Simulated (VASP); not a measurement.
MoS2, 3 atoms in the cell. The structure is trigonal, space group P-3m1 (No. 164). The conventional cell has a = 3.227 Å, b = 3.227 Å, c = 6.312 Å, α = 90.00°, β = 90.00°, γ = 120.00°. Mo (site symmetry -3m) has 6 S at 2.42 Å within 3.2 Å. Within 3.2 Å of S (site symmetry 3m) lie 3 Mo at 2.42 Å. 

| Quantity | Value |
| --- | --- |
| Program | VASP 6.6.1 |
| Task | relaxation of cell and atoms |
| Functional | LDA |
| Potentials or basis | VASP PAW LDA potentials, release 64 (Mo_sv, S) |
| Cutoff | 600 eV |
| k mesh | 9 × 9 × 4 |
| Occupations | fermi-dirac, width 0.05 eV |
| Spin | no spin polarisation |
| Dipole correction | no |
| Further INCAR settings | ALGO = Normal; EDIFF = 1e-06; IBRION = 2; EDIFFG = -0.01; NSW = 60; ISIF = 3 |

Potentials or basis: VASP PAW LDA potentials, release 64 (Mo_sv, S).

The run is started by

```console
$ cat potpaw_LDA.64/Mo_sv/POTCAR potpaw_LDA.64/S/POTCAR > POTCAR
$ mpirun -np 1 vasp_std > vasp.out
```

Hardware: 1 thread of Intel Xeon 6975P-C (shared host).

How long does it take, and how much memory?

It took 9.7 min on 1 thread of Intel Xeon 6975P-C, on a shared host, peak memory 0.22 GiB. Counts: scf iterations 209, k points 43, ion steps 30.
